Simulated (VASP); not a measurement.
# W (P4/nmm) in VASP: further runs

The runs below take W through single point, with PBEsol.

Everything below comes from runs of VASP 6.6.1. Logs are shortened: lines on timing, memory, paths and dates and some standing lists are left out, and cuts for length are marked.

## Step 1: The cell of the first run

Symmetry: P4/nmm, No. 129, tetragonal system. Conventional cell: a = 2.827 Å, b = 2.827 Å, c = 3.998 Å, α = 90.00°, β = 90.00°, γ = 90.00°. W (site symmetry 4mm) has 12 W at 2.81 to 2.85 Å within 3.7 Å.

## Step 2: Single point, PBEsol (mode 4 frozen in at +0.000 Å and mode 6 at -0.014 Å (largest displacements))

Input file INCAR:

```
PREC = Accurate
ENCUT = 520
EDIFF = 1E-6
ISMEAR = 0
SIGMA = 0.15
LREAL = F
LASPH = T
NELM = 100
ALGO = Fast
ISIF = 2
LWAVE = F
LCHARG = T
GGA = PS
LELF = T
LVHAR = T
NBANDS = 21
```

Input file KPOINTS:

```
Automatic mesh
0
Gamma
  16 16 12
```

Input file POSCAR:

```
W
1.0
    0.0000000000     -1.9991269216     -1.9991269216
    0.0000000000      1.9991269216     -1.9991269216
    3.9982538432      0.0000000000      0.0000000000
W
2
Direct
    0.5000000000      0.5000000000      0.4965985151
    0.0000000000      0.0000000000      0.0034014849
```

Potentials or basis: VASP PAW PBE potentials, release 64 (W_sv).

On the command line:

```bash
cat potpaw_PBE.64/W_sv/POTCAR > POTCAR
mpirun -np 1 vasp_std > vasp.out
```

OUTCAR:

```text
PREC = Accurate
   ENCUT = 520
   EDIFF = 1E-6
   ISMEAR = 0
   LREAL = F
   LASPH = T
   NELM = 100
   ISIF = 2
   GGA = PS

 ion  position               nearest neighbor table
   1  0.500  0.500  0.497-   2 2.81   2 2.81   2 2.81   2 2.81   2 2.85   2 2.85   2 2.85   2 2.85

   2  0.000  0.000  0.003-   1 2.81   1 2.81   1 2.81   1 2.81   1 2.85   1 2.85   1 2.85   1 2.85

  LATTYP: Found a simple tetragonal cell.
 ALAT       =     2.8271924054
 C/A-ratio  =     1.4142135624

  Lattice vectors:

 A1 = (   0.0000000000,  -1.9991269216,  -1.9991269216)
 A2 = (   0.0000000000,   1.9991269216,  -1.9991269216)
 A3 = (   3.9982538432,   0.0000000000,   0.0000000000)

Analysis of symmetry for initial positions (statically):
=====================================================================
 Subroutine PRICEL returns:
 Original cell was already a primitive cell.

 Routine SETGRP: Setting up the symmetry group for a
 simple tetragonal supercell.

 Subroutine GETGRP returns: Found 16 space group operations
 (whereof  8 operations were pure point group operations)
 out of a pool of 16 trial point group operations.

The static configuration has the point symmetry C_4v.
 The point group associated with its full space group is D_4h.

Analysis of symmetry for dynamics (positions and initial velocities):
=====================================================================
 Subroutine PRICEL returns:
 Original cell was already a primitive cell.

 Routine SETGRP: Setting up the symmetry group for a
 simple tetragonal supercell.

 Subroutine GETGRP returns: Found 16 space group operations
 (whereof  8 operations were pure point group operations)
 out of a pool of 16 trial point group operations.

The dynamic configuration has the point symmetry C_4v.
 The point group associated with its full space group is D_4h.

 Subroutine INISYM returns: Found 16 space group operations
 (whereof  8 operations are pure point group operations),
 and found     1 'primitive' translations

----------------------------------------------------------------------------------------

                                     Primitive cell

  volume of cell :      31.9581

  direct lattice vectors                    reciprocal lattice vectors
     0.000000000 -1.999126922 -1.999126922     0.000000000 -0.250109182 -0.250109182
     0.000000000  1.999126922 -1.999126922     0.000000000  0.250109182 -0.250109182
     3.998253843  0.000000000  0.000000000     0.250109182  0.000000000  0.000000000

  length of vectors
     2.827192405  2.827192405  3.998253843     0.353707798  0.353707798  0.250109182

  position of ions in fractional coordinates (direct lattice)
     0.500000000  0.500000000  0.496598515
     0.000000000  0.000000000  0.003401485

  ion indices of the primitive-cell ions
   primitive index   ion index
                 1           1
                 2           2

----------------------------------------------------------------------------------------

 KPOINTS: Automatic mesh

Automatic generation of k-mesh.
 Grid dimensions read from file:
 generate k-points for:   16   16   12

 Generating k-lattice:

  Cartesian coordinates                     Fractional coordinates (reciprocal lattice)
     0.000000000 -0.015631824 -0.015631824     0.062500000  0.000000000  0.000000000
     0.000000000  0.015631824 -0.015631824     0.000000000  0.062500000  0.000000000
     0.020842432  0.000000000  0.000000000     0.000000000  0.000000000  0.083333333

  Length of vectors
     0.022106737  0.022106737  0.020842432

  Shift w.r.t. Gamma in fractional coordinates (k-lattice)
     0.000000000  0.000000000  0.000000000

 Subroutine IBZKPT returns following result:
 ===========================================

 Found    315 irreducible k-points:

 Following reciprocal coordinates:
            Coordinates               Weight
  0.000000  0.000000  0.000000      1.000000
  0.062500  0.000000  0.000000      4.000000
  0.125000  0.000000  0.000000      4.000000
  0.187500  0.000000  0.000000      4.000000
  0.250000  0.000000  0.000000      4.000000
  0.312500  0.000000  0.000000      4.000000
[... 16 lines left out ...]
  0.437500  0.125000  0.000000      8.000000
  0.500000  0.125000  0.000000      4.000000
 [... further k-points ...]
   k-points           NKPTS =    315   k-points in BZ     NKDIM =    315   number of bands    NBANDS=     21
   number of dos      NEDOS =    301   number of ions     NIONS =      2
   total plane-waves  NPLWV =  17280
   dimension x,y,z NGX =    24 NGY =   24 NGZ =   30
   dimension x,y,z NGXF=    48 NGYF=   48 NGZF=   60
   ions per type =               2
   NGX,Y,Z   is equivalent  to a cutoff of  14.11, 14.11, 12.47 a.u.
   NGXF,Y,Z  is equivalent  to a cutoff of  28.23, 28.23, 24.95 a.u.
 SYSTEM =  unknown system
   PREC   = accura    normal or accurate (medium, high low for compatibility)
   ISTART =      0    job   : 0-new  1-cont  2-samecut
   ICHARG =      2    charge: 1-file 2-atom 10-const
   ISPIN  =      1    spin polarized calculation?
   LNONCOLLINEAR =      F non collinear calculations
   LSORBIT =      F    spin-orbit coupling
   LASPH  =      T    aspherical Exc in radial PAW
   ENCUT  =  520.0 eV  38.22 Ry    6.18 a.u.   5.26  5.26  7.43*2*pi/ulx,y,z
   NELM   =    100;   NELMIN=  2; NELMDL= -5     # of ELM steps
   EDIFF  = 0.1E-05   stopping-criterion for ELM
   LREAL  =      F    real-space projection
   EDIFFG = 0.1E-04   stopping-criterion for IOM
   NSW    =      0    number of steps for IOM
   IBRION =     -1    ionic relax: 0-MD 1-quasi-New 2-CG
   NFREE  =      0    steps in history (QN), initial steepest desc. (CG)
   ISIF   =      2    stress and relaxation
   ISYM   =      2    0-nonsym 1-usesym 2-fastsym
   POTIM  = 0.5000    time-step for ionic-motion
   TEBEG  =    0.0;   TEEND  =   0.0 temperature during run
   PSTRESS=    0.0 pullay stress
   NELECT =      28.0000    total number of electrons
   NUPDOWN=      -1.0000    fix difference up-down
   EMIN   =  10.00;   EMAX   =-10.00  energy-range for DOS
   EFERMI =   0.00;   METHOD = LEGACY
   ISMEAR =     0;   SIGMA  =   0.15  broadening in eV -4-tet -1-fermi 0-gaus
   EFERMI_NEDOS =   21; number of points for ismear=-14 and -15
   IALGO  =     68    algorithm
   IMIX   =      4    mixing-type and parameters
     AMIX     =   0.40;   BMIX     =  1.00
     AMIX_MAG =   1.60;   BMIX_MAG =  1.00
  volume/ion in A,a.u.               =      15.98       107.83
  Fermi-wavevector in a.u.,A,eV,Ry     =   1.566512  2.960279 33.388164  2.453961
  Thomas-Fermi vector in A             =   2.668829
   LORBIT       =      0    0 simple, 1 ext, 2 COOP (PROOUT), +10 PAW based schemes
   GGA     = PS    functional components
   LHFCALC =     F    Hartree Fock is set to
   AEXX    =    0.0000 exact exchange contribution
   IVDW    =     0    specifies the selected vdW correction
   LEPSILON=     F    determine dielectric tensor
   LRPA    =     F    only Hartree local field effects (RPA)
 non-spin polarized calculation
 RMM-DIIS sequential band-by-band and
 Gauss-broadening in eV      SIGMA  =   0.15
  energy-cutoff  :      520.00
  volume of cell :       31.96
 maximum number of plane-waves:       888
 NGX is ok and might be reduce to    24
   NGX = 11   NGY = 11   NGZ = 15

 number of electron      28.0000001 magnetization

 Free energy of the ion-electron system (eV)
  ---------------------------------------------------
  ext. energy  EPLUGINS =         0.00000000
  ---------------------------------------------------
  free energy    TOTEN  =       -26.62583470 eV

  energy without entropy =      -26.59679674  energy(sigma->0) =      -26.61131572

 E-fermi :  10.6865     XC(G=0): -13.7052

 val. band max:       10.6822056034   @ k =   0.4375   0.1250   0.5000
 cond. band min:      10.6900848123   @ k =   0.5000   0.3125   0.1667
 fundamental gap:      0.0078792089
 Fermi energy:        10.6864819567

 k-point     1 :       0.0000    0.0000    0.0000
  band No.  band energies     occupation
      1     -62.8906      2.00000
      2     -62.7301      2.00000
      3     -27.6607      2.00000
      4     -26.9374      2.00000
      5     -26.9374      2.00000
      6     -26.4809      2.00000
[... 13 lines left out ...]
     20      16.6963      0.00000
     21      22.6574      0.00000

 k-point     2 :       0.0625    0.0000    0.0000
  band No.  band energies     occupation
      1     -62.8876      2.00000
      2     -62.7301      2.00000
      3     -27.6476      2.00000
      4     -26.9599      2.00000
      5     -26.9310      2.00000
      6     -26.5131      2.00000
[... 13 lines left out ...]
     20      17.2913      0.00000
     21      21.9167      0.00000

 k-point     3 :       0.1250    0.0000    0.0000
  band No.  band energies     occupation
      1     -62.8788      2.00000
      2     -62.7302      2.00000
      3     -27.6088      2.00000
      4     -27.0230      2.00000
      5     -26.9119      2.00000
      6     -26.6045      2.00000
[... 13 lines left out ...]
     20      18.5145      0.00000
     21      20.6901      0.00000

 k-point     4 :       0.1875    0.0000    0.0000
  band No.  band energies     occupation
      1     -62.8649      2.00000
      2     -62.7310      2.00000
      3     -27.5464      2.00000
      4     -27.1146      2.00000
      5     -26.8818      2.00000
      6     -26.7410      2.00000
[... 13 lines left out ...]
     20      19.5007      0.00000
     21      19.9408      0.00000

 k-point     5 :       0.2500    0.0000    0.0000
  band No.  band energies     occupation
      1     -62.8473      2.00000
      2     -62.7333      2.00000
      3     -27.4637      2.00000
      4     -27.2175      2.00000
      5     -26.9022      2.00000
      6     -26.8425      2.00000
[... 13 lines left out ...]
     20      18.5445      0.00000
     21      21.4552      0.00000
[... 382 lines left out ...]
     20      18.8543      0.00000
     21      22.7548      0.00000

 k-point    22 :       0.3750    0.1250    0.0000
  band No.  band energies     occupation
      1     -62.7988      2.00000
      2     -62.7416      2.00000
      3     -27.3923      2.00000
      4     -27.2633      2.00000
      5     -27.2015      2.00000
      6     -26.8181      2.00000
[... 13 lines left out ...]
     20      18.4111      0.00000
     21      23.3650      0.00000

 k-point    23 :       0.4375    0.1250    0.0000
  band No.  band energies     occupation
      1     -62.7804      2.00000
      2     -62.7512      2.00000
      3     -27.4261      2.00000
      4     -27.3524      2.00000
      5     -27.1101      2.00000
      6     -26.8977      2.00000
[... 13 lines left out ...]
     20      18.1362      0.00000
     21      23.1183      0.00000

 k-point    24 :       0.5000    0.1250    0.0000
  band No.  band energies     occupation
      1     -62.7643      2.00000
      2     -62.7643      2.00000
      3     -27.4133      2.00000
      4     -27.4133      2.00000
      5     -27.0020      2.00000
      6     -27.0020      2.00000
[... 13 lines left out ...]
     20      17.5687      0.00000
     21      23.5995      0.00000

 [... further k-points ...]
[... 5 lines left out ...]
  --------------------------------------------------------------------------------------
  -------------------------------------------------------------------------------------
  Total        0.1387870      0.1535034      0.1535034     -0.0000000      0.0000000      0.0000000
  in kB        6.9579025      7.6956905      7.6956905     -0.0000000      0.0000000      0.0000000
  external PRESSURE =       7.4497612 kB  Pullay stress =       0.0000000 kB

 VOLUME and BASIS-vectors are now :
 -----------------------------------------------------------------------------
  energy-cutoff  :      520.00
  volume of cell :       31.96
      direct lattice vectors                 reciprocal lattice vectors
     0.000000000 -1.999126922 -1.999126922     0.000000000 -0.250109182 -0.250109182
     0.000000000  1.999126922 -1.999126922     0.000000000  0.250109182 -0.250109182
     3.998253843  0.000000000  0.000000000     0.250109182  0.000000000  0.000000000

 POSITION                                       TOTAL-FORCE (eV/Angst)
 -----------------------------------------------------------------------------------
      1.98553      0.00000     -1.99913         0.437744     -0.000000     -0.000000
      0.01360      0.00000      0.00000        -0.437744      0.000000      0.000000
 -----------------------------------------------------------------------------------
    total drift:                                0.000000      0.000000     -0.000000

  FREE ENERGIE OF THE ION-ELECTRON SYSTEM (eV)
  ---------------------------------------------------
  free  energy   TOTEN  =       -26.6258347017 eV

  energy  without entropy=      -26.5967967433  energy(sigma->0) =      -26.61131572
```

Wall time 60 s (1 thread of Intel Xeon 6975P-C (Granite Rapids), shared host); peak memory 0.27 GiB.

Results:

```
Free energy            : -26.6258 eV
Pressure               : 0.7 GPa
Largest force          : 0.438 eV/Å
Band gap on the k mesh : zero (band 14 reaches 13.91 eV, above the bottom of band 15 at 10.31 eV)
```

Forces on the atoms (eV/Å):
```
W    0.438  0.000  0.000
W   -0.438  0.000  0.000
```

Levels at points of the mesh, in eV from the Fermi level:
```
           k point  band 11  band 12  band 13  band 14  band 15  band 16  band 17  band 18
(0.00, 0.00, 0.00)    -4.69    -0.59    -0.59    -0.59     2.61     2.64     3.27     5.20
(0.50, 0.00, 0.00)    -2.18    -2.18    -1.89    -1.89     0.85     0.85     2.34     2.34
(0.50, 0.50, 0.00)    -4.69    -4.69     3.22     3.22     5.19     5.19     6.00     6.00
(0.00, 0.00, 0.50)    -3.14    -2.93    -0.32     0.04     1.54     1.54     1.71     1.71
(0.50, 0.00, 0.50)    -0.84    -0.84    -0.84    -0.84     0.73     0.73     5.24     5.24
(0.50, 0.50, 0.50)    -2.13    -2.13    -1.99    -1.99     1.30     1.30     6.02     6.02
```

Caveat: the cell differs from its parent crystal (mode 4 frozen in at +0.000 Å and mode 6 at -0.014 Å (largest displacements)); the PAW data sets were made with another functional, which shifts forces and pressure a little; spin-orbit coupling is left out, which moves the levels of the heavy elements.

## Step 3: Single point, PBEsol (mode 4 frozen in at +0.000 Å and mode 6 at -0.041 Å (largest displacements))

Input file INCAR:

```
ALGO     = Fast           # electronic algorithm
EDIFF    = 1E-6           # SCF threshold, eV
ENCUT    = 520            # plane-wave cutoff, eV
GGA      = PS             # functional
ISIF     = 2              # what is computed and relaxed
ISMEAR   = 0              # smearing method
LASPH    = True           # aspherical terms in the spheres
LCHARG   = True           # write CHGCAR
LELF     = True           # ELF
LREAL    = False          # projectors in reciprocal space
LVHAR    = True         
LWAVE    = False          # write WAVECAR
NBANDS   = 21             # bands
NELM     = 80             # most SCF steps
PREC     = Accurate       # precision mode
SIGMA    = 0.15           # smearing width, eV
```

Input file KPOINTS:

```
k-points
0
Gamma
  16 16 12
```

Input file POSCAR:

```
W
1.0
    0.0000000000     -1.9991269216     -1.9991269216
    0.0000000000      1.9991269216     -1.9991269216
    3.9982538432      0.0000000000      0.0000000000
W
2
Direct
    0.5000000000      0.5000000000      0.4897955454
    0.0000000000      0.0000000000      0.0102044546
```

Potentials or basis: VASP PAW PBE potentials, release 64 (W_sv).

On the command line:

```bash
cat potpaw_PBE.64/W_sv/POTCAR > POTCAR
mpirun -np 1 vasp_std > vasp.out
```

Run time: 61 s. Hardware: 1 thread of Intel Xeon 6975P-C (Granite Rapids), shared host; peak memory 0.27 GiB.

The run converged. Its results:

| Property | Result |
| --- | --- |
| Free energy | -26.5790 eV |
| Pressure | 1.5 GPa |
| Largest force | 1.274 eV/Å |
| Band gap on the k mesh | zero (band 14 reaches 13.91 eV, above the bottom of band 15 at 10.28 eV) |

Forces in eV/Å, atoms in the order of the input:
```
W    1.274  0.000  0.000
W   -1.274  0.000  0.000
```

Stress tensor (GPa, compression positive):
```
-0.76  0.00  0.00
 0.00  2.67  0.00
 0.00  0.00  2.67
```

Levels at points of the mesh, in eV from the Fermi level:
```
           k point  band 12  band 13  band 14  band 15  band 16  band 17
(0.00, 0.00, 0.00)    -0.61    -0.61    -0.60     2.38     2.59     3.51
(0.50, 0.00, 0.00)    -2.35    -1.74    -1.74     0.74     0.74     2.42
(0.50, 0.50, 0.00)    -4.70     3.21     3.21     5.17     5.17     5.94
(0.00, 0.00, 0.50)    -2.74    -0.67     0.41     1.36     1.36     1.86
(0.50, 0.00, 0.50)    -0.88    -0.84    -0.84     0.72     0.72     5.20
(0.50, 0.50, 0.50)    -2.29    -1.86    -1.86     1.31     1.31     6.00
```

Caveat: the cell differs from its parent crystal (mode 4 frozen in at +0.000 Å and mode 6 at -0.041 Å (largest displacements)); the PAW data sets were made with another functional, which shifts forces and pressure a little; spin-orbit coupling is left out, which moves the levels of the heavy elements.
